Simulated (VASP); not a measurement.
# Ta in VASP: notebook

Ta is run at these levels: LDA, PBEsol+D3(BJ); tasks: single point.

All numbers are computed with VASP 6.6.1; they aren't measurements. Logs are shortened: lines on timing, memory, paths and dates and some standing lists are left out, and cuts for length are marked.

### Step 1. The cell of the first run

The cell holds a wire or tube with vacuum around it, 4 atoms: a = 22.709 Å, b = 22.709 Å, c = 2.359 Å, α = 90.00°, β = 90.00°, γ = 90.00°.

### Step 2. Single point, LDA

Contents of INCAR:

```
SYSTEM = Ta
PREC = Accurate
ENCUT = 520
EDIFF = 1E-7
ISMEAR = -1
SIGMA = 0.1
LREAL = .FALSE.
LASPH = .TRUE.
NELM = 60
ALGO = Normal
ISIF = 2
LWAVE = .FALSE.
LCHARG = .FALSE.
GGA = CA
NBANDS = 30
```

Contents of KPOINTS:

```
regular mesh
0
G
  2 2 11
  0 0 0
```

Contents of POSCAR:

```
Ta
1.0
   22.7091836783      0.0000000000      0.0000000000
    0.0000000000     22.7091836783      0.0000000000
    0.0000000000      0.0000000000      2.3588655039
Ta
4
Direct
    0.3186856568      0.8186856568      0.0000000000
    0.6813143432      0.1813143432      0.0000000000
    0.1813143432      0.3186856568      0.0000000000
    0.8186856568      0.6813143432      0.0000000000
```

Potentials or basis: VASP PAW LDA potentials, release 64 (Ta_pv).

Run with:

```
cat potpaw_LDA.64/Ta_pv/POTCAR > POTCAR
mpirun -np 1 vasp_std > vasp.out
```

OUTCAR:

```text
SYSTEM = Ta
   PREC = Accurate
   ENCUT = 520
   EDIFF = 1E-7
   ISMEAR = -1
   LREAL = .FALSE.
   LASPH = .TRUE.
   NELM = 60
   ISIF = 2
   GGA = CA

 ion  position               nearest neighbor table
   1  0.319  0.819  0.000-
   2  0.681  0.181  0.000-
   3  0.181  0.319  0.000-
   4  0.819  0.681  0.000-

  LATTYP: Found a simple tetragonal cell.
 ALAT       =    22.7091836783
 C/A-ratio  =     0.1038727564

  Lattice vectors:

 A1 = (  22.7091836783,   0.0000000000,   0.0000000000)
 A2 = (   0.0000000000,  22.7091836783,   0.0000000000)
 A3 = (   0.0000000000,   0.0000000000,   2.3588655039)

Analysis of symmetry for initial positions (statically):
=====================================================================
 Subroutine PRICEL returns:
 Original cell was already a primitive cell.

 Routine SETGRP: Setting up the symmetry group for a
 simple tetragonal supercell.

 Subroutine GETGRP returns: Found 16 space group operations
 (whereof  8 operations were pure point group operations)
 out of a pool of 16 trial point group operations.

The static configuration has the point symmetry C_4h.
 The point group associated with its full space group is D_4h.

Analysis of symmetry for dynamics (positions and initial velocities):
=====================================================================
 Subroutine PRICEL returns:
 Original cell was already a primitive cell.

 Routine SETGRP: Setting up the symmetry group for a
 simple tetragonal supercell.

 Subroutine GETGRP returns: Found 16 space group operations
 (whereof  8 operations were pure point group operations)
 out of a pool of 16 trial point group operations.

The dynamic configuration has the point symmetry C_4h.
 The point group associated with its full space group is D_4h.

 Subroutine INISYM returns: Found 16 space group operations
 (whereof  8 operations are pure point group operations),
 and found     1 'primitive' translations

----------------------------------------------------------------------------------------

                                     Primitive cell

  volume of cell :    1216.4835

  direct lattice vectors                    reciprocal lattice vectors
    22.709183678  0.000000000  0.000000000     0.044035048  0.000000000  0.000000000
     0.000000000 22.709183678  0.000000000     0.000000000  0.044035048  0.000000000
     0.000000000  0.000000000  2.358865504     0.000000000  0.000000000  0.423932606

  length of vectors
    22.709183678 22.709183678  2.358865504     0.044035048  0.044035048  0.423932606

  position of ions in fractional coordinates (direct lattice)
     0.318685657  0.818685657  0.000000000
     0.681314343  0.181314343  0.000000000
     0.181314343  0.318685657  0.000000000
     0.818685657  0.681314343  0.000000000

  ion indices of the primitive-cell ions
   primitive index   ion index
                 1           1
                 2           2
                 3           3
                 4           4

----------------------------------------------------------------------------------------

 KPOINTS: regular mesh

Automatic generation of k-mesh.
 Grid dimensions read from file:
 generate k-points for:    2    2   11

 Generating k-lattice:

  Cartesian coordinates                     Fractional coordinates (reciprocal lattice)
     0.022017524  0.000000000  0.000000000     0.500000000  0.000000000  0.000000000
     0.000000000  0.022017524  0.000000000     0.000000000  0.500000000  0.000000000
     0.000000000  0.000000000  0.038539328     0.000000000  0.000000000  0.090909091

  Length of vectors
     0.022017524  0.022017524  0.038539328

  Shift w.r.t. Gamma in fractional coordinates (k-lattice)
     0.000000000  0.000000000  0.000000000

 Subroutine IBZKPT returns following result:
 ===========================================

 Found     18 irreducible k-points:

 Following reciprocal coordinates:
            Coordinates               Weight
  0.000000  0.000000  0.000000      1.000000
  0.500000  0.000000  0.000000      2.000000
  0.500000  0.500000  0.000000      1.000000
  0.000000  0.000000  0.090909      2.000000
  0.500000  0.000000  0.090909      4.000000
  0.500000  0.500000  0.090909      2.000000
[... 10 lines left out ...]
  0.500000  0.000000  0.454545      4.000000
  0.500000  0.500000  0.454545      2.000000
   k-points           NKPTS =     18   k-points in BZ     NKDIM =     18   number of bands    NBANDS=     30
   number of dos      NEDOS =    301   number of ions     NIONS =      4
   total plane-waves  NPLWV = 583200
   dimension x,y,z NGX =   180 NGY =  180 NGZ =   18
   dimension x,y,z NGXF=   360 NGYF=  360 NGZF=   36
   ions per type =               4
   NGX,Y,Z   is equivalent  to a cutoff of  13.18, 13.18, 12.69 a.u.
   NGXF,Y,Z  is equivalent  to a cutoff of  26.35, 26.35, 25.37 a.u.
 SYSTEM =  Ta
   PREC   = accura    normal or accurate (medium, high low for compatibility)
   ISTART =      0    job   : 0-new  1-cont  2-samecut
   ICHARG =      2    charge: 1-file 2-atom 10-const
   ISPIN  =      1    spin polarized calculation?
   LNONCOLLINEAR =      F non collinear calculations
   LSORBIT =      F    spin-orbit coupling
   LASPH  =      T    aspherical Exc in radial PAW
   ENCUT  =  520.0 eV  38.22 Ry    6.18 a.u.  42.22 42.22  4.39*2*pi/ulx,y,z
   NELM   =     60;   NELMIN=  2; NELMDL= -5     # of ELM steps
   EDIFF  = 0.1E-06   stopping-criterion for ELM
   LREAL  =      F    real-space projection
   EDIFFG = 0.1E-05   stopping-criterion for IOM
   NSW    =      0    number of steps for IOM
   IBRION =     -1    ionic relax: 0-MD 1-quasi-New 2-CG
   NFREE  =      0    steps in history (QN), initial steepest desc. (CG)
   ISIF   =      2    stress and relaxation
   ISYM   =      2    0-nonsym 1-usesym 2-fastsym
   POTIM  = 0.5000    time-step for ionic-motion
   TEBEG  =    0.0;   TEEND  =   0.0 temperature during run
   PSTRESS=    0.0 pullay stress
   NELECT =      44.0000    total number of electrons
   NUPDOWN=      -1.0000    fix difference up-down
   EMIN   =  10.00;   EMAX   =-10.00  energy-range for DOS
   EFERMI =   0.00;   METHOD = LEGACY
   ISMEAR =    -1;   SIGMA  =   0.10  broadening in eV -4-tet -1-fermi 0-gaus
   EFERMI_NEDOS =   21; number of points for ismear=-14 and -15
   IALGO  =     38    algorithm
   IMIX   =      4    mixing-type and parameters
     AMIX     =   0.40;   BMIX     =  1.00
     AMIX_MAG =   1.60;   BMIX_MAG =  1.00
  volume/ion in A,a.u.               =     304.12      2052.31
  Fermi-wavevector in a.u.,A,eV,Ry     =   0.541407  1.023110  3.988157  0.293121
  Thomas-Fermi vector in A             =   1.568974
   LORBIT       =      0    0 simple, 1 ext, 2 COOP (PROOUT), +10 PAW based schemes
   GGA     = CA    functional components
   LHFCALC =     F    Hartree Fock is set to
   AEXX    =    0.0000 exact exchange contribution
   IVDW    =     0    specifies the selected vdW correction
   LEPSILON=     F    determine dielectric tensor
   LRPA    =     F    only Hartree local field effects (RPA)
 non-spin polarized calculation
  energy-cutoff  :      520.00
  volume of cell :     1216.48
 maximum number of plane-waves:     32965
 NGX is ok and might be reduce to   180
   NGX = 85   NGY = 85   NGZ =  9

 number of electron      44.0000000 magnetization

 Free energy of the ion-electron system (eV)
  ---------------------------------------------------
  ext. energy  EPLUGINS =         0.00000000
  ---------------------------------------------------
  free energy    TOTEN  =       -28.86906434 eV

  energy without entropy =      -28.45628215  energy(sigma->0) =      -28.66267324

 E-fermi :  -3.7855     XC(G=0):  -1.9302

 val. band max:       -3.7916647683   @ k =   0.0000   0.0000   0.1818
 cond. band min:      -3.4164966568   @ k =   0.0000   0.0000   0.1818
 fundamental gap:      0.3751681115
 Fermi energy:        -3.7855243314

 k-point     1 :       0.0000    0.0000    0.0000
  band No.  band energies     occupation
      1     -38.3056      2.00000
      2     -38.3056      2.00000
      3     -38.3056      2.00000
      4     -38.3056      2.00000
      5     -38.3056      2.00000
      6     -38.3056      2.00000
[... 22 lines left out ...]
     29      -2.2331      0.00000
     30      -2.2289      0.00000

 k-point     2 :       0.5000    0.0000    0.0000
  band No.  band energies     occupation
      1     -38.3056      2.00000
      2     -38.3056      2.00000
      3     -38.3056      2.00000
      4     -38.3056      2.00000
      5     -38.3056      2.00000
      6     -38.3056      2.00000
[... 22 lines left out ...]
     29      -2.2317      0.00000
     30      -2.2313      0.00000

 k-point     3 :       0.5000    0.5000    0.0000
  band No.  band energies     occupation
      1     -38.3056      2.00000
      2     -38.3056      2.00000
      3     -38.3056      2.00000
      4     -38.3056      2.00000
      5     -38.3056      2.00000
      6     -38.3056      2.00000
[... 22 lines left out ...]
     29      -2.2266      0.00000
     30      -2.2256      0.00000

 k-point     4 :       0.0000    0.0000    0.0909
  band No.  band energies     occupation
      1     -38.2678      2.00000
      2     -38.2678      2.00000
      3     -38.2678      2.00000
      4     -38.2678      2.00000
      5     -38.2678      2.00000
      6     -38.2678      2.00000
[... 418 lines left out ...]
     29      -1.5384      0.00000
     30      -1.5384      0.00000

 k-point    17 :       0.5000    0.0000    0.4545
  band No.  band energies     occupation
      1     -39.5088      2.00000
      2     -39.5088      2.00000
      3     -39.5088      2.00000
      4     -39.5088      2.00000
      5     -37.8194      2.00000
      6     -37.8194      2.00000
[... 22 lines left out ...]
     29      -1.5384      0.00000
     30      -1.5384      0.00000

 k-point    18 :       0.5000    0.5000    0.4545
  band No.  band energies     occupation
      1     -39.5088      2.00000
      2     -39.5088      2.00000
      3     -39.5088      2.00000
      4     -39.5088      2.00000
      5     -37.8194      2.00000
      6     -37.8194      2.00000
[... 22 lines left out ...]
     29      -1.5384      0.00000
     30      -1.5384      0.00000

------------------------ aborting loop because EDIFF is reached ----------------------------------------

  FORCE on cell =-STRESS in cart. coord.  units (eV):
  Direction    XX          YY          ZZ          XY          YZ          ZX
  --------------------------------------------------------------------------------------
  -------------------------------------------------------------------------------------
  Total       -0.0197196     -0.0197196      0.8259443      0.0000000      0.0000000      0.0000000
  in kB       -0.0259719     -0.0259719      1.0878152      0.0000000      0.0000000      0.0000000
  external PRESSURE =       0.3452905 kB  Pullay stress =       0.0000000 kB

 VOLUME and BASIS-vectors are now :
 -----------------------------------------------------------------------------
  energy-cutoff  :      520.00
  volume of cell :     1216.48
      direct lattice vectors                 reciprocal lattice vectors
    22.709183678  0.000000000  0.000000000     0.044035048  0.000000000  0.000000000
     0.000000000 22.709183678  0.000000000     0.000000000  0.044035048  0.000000000
     0.000000000  0.000000000  2.358865504     0.000000000  0.000000000  0.423932606

 POSITION                                       TOTAL-FORCE (eV/Angst)
 -----------------------------------------------------------------------------------
      7.23709     18.59168      0.00000        -0.000210     -0.000210      0.000000
     15.47209      4.11750      0.00000         0.000210      0.000210     -0.000000
      4.11750      7.23709      0.00000         0.000210     -0.000210     -0.000000
     18.59168     15.47209      0.00000        -0.000210      0.000210      0.000000
 -----------------------------------------------------------------------------------
    total drift:                                0.000000      0.000000      0.000000

  FREE ENERGIE OF THE ION-ELECTRON SYSTEM (eV)
  ---------------------------------------------------
  free  energy   TOTEN  =       -28.8690643408 eV

  energy  without entropy=      -28.4562821479  energy(sigma->0) =      -28.66267324
```

Wall time 22 min (1 thread of Intel Xeon Platinum 8488C (Sapphire Rapids), shared host); peak memory 1 GiB.

What came out:

- Free energy: -28.8691 eV
- Band gap on the k mesh: zero (bands 22 and 23 overlap by 2.43 eV)

Caveat: spin-orbit coupling is left out, which moves the levels of the heavy elements.

### Step 3. Single point, PBEsol+D3(BJ)

This run uses another cell than the first one.

Contents of INCAR:

```
SYSTEM = Ta
PREC     = Accurate       ! precision mode
ENCUT    = 520            ! plane-wave cutoff, eV
EDIFF    = 1E-6           ! SCF threshold, eV
ISMEAR   = -1             ! smearing method
SIGMA    = 0.1            ! smearing width, eV
LREAL    = .FALSE.        ! projectors in reciprocal space
LASPH    = .TRUE.         ! aspherical terms in the spheres
NELM     = 60             ! most SCF steps
ALGO     = Normal         ! electronic algorithm
ISIF     = 2              ! what is computed and relaxed
LWAVE    = .FALSE.        ! write WAVECAR
LCHARG   = .FALSE.        ! write CHGCAR
GGA      = PS             ! functional
IVDW     = 12             ! dispersion correction
NBANDS   = 30             ! bands
```

KPOINTS is that of step 2.

Contents of POSCAR:

```
Ta
1.0
   22.6986662816      0.0000000000      0.0000000000
    0.0000000000     22.6986662816      0.0000000000
    0.0000000000      0.0000000000      2.3813697593
Ta
4
Direct
    0.3186982630      0.8186982630      0.0000000000
    0.6813017370      0.1813017370      0.0000000000
    0.1813017370      0.3186982630      0.0000000000
    0.8186982630      0.6813017370      0.0000000000
```

Potentials or basis: VASP PAW PBE potentials, release 64 (Ta_pv).

Run with:

```
cat potpaw_PBE.64/Ta_pv/POTCAR > POTCAR
mpirun -np 1 vasp_std > vasp.out
```

Run time: 48 min. Hardware: 1 thread of Intel Xeon 8259CL, shared host; peak memory 1.3 GiB.

It converged, with:

- Free energy: -28.3741 eV
- Band gap on the k mesh: zero (bands 22 and 23 overlap by 2.37 eV)
- Dispersion energy per atom: -0.062 eV

Levels at points of the mesh, in eV from the Fermi level:
```csv
k point,band 18,band 19,band 20,band 21,band 22,band 23,band 24,band 25,band 26,band 27
"(0.00, 0.00, 0.00)",-1.67,-1.67,-1.67,-0.21,-0.21,-0.21,-0.21,-0.21,-0.21,-0.21
"(0.50, 0.00, 0.00)",-1.67,-1.67,-1.67,-0.21,-0.21,-0.21,-0.21,-0.21,-0.21,-0.21
"(0.50, 0.50, 0.00)",-1.67,-1.67,-1.67,-0.21,-0.21,-0.21,-0.21,-0.21,-0.21,-0.21
```

Caveat: the PAW data sets were made with another functional, which shifts forces and pressure a little; spin-orbit coupling is left out, which moves the levels of the heavy elements.

The gap in the log of VASP goes by the Fermi energy; the results here count the filled bands.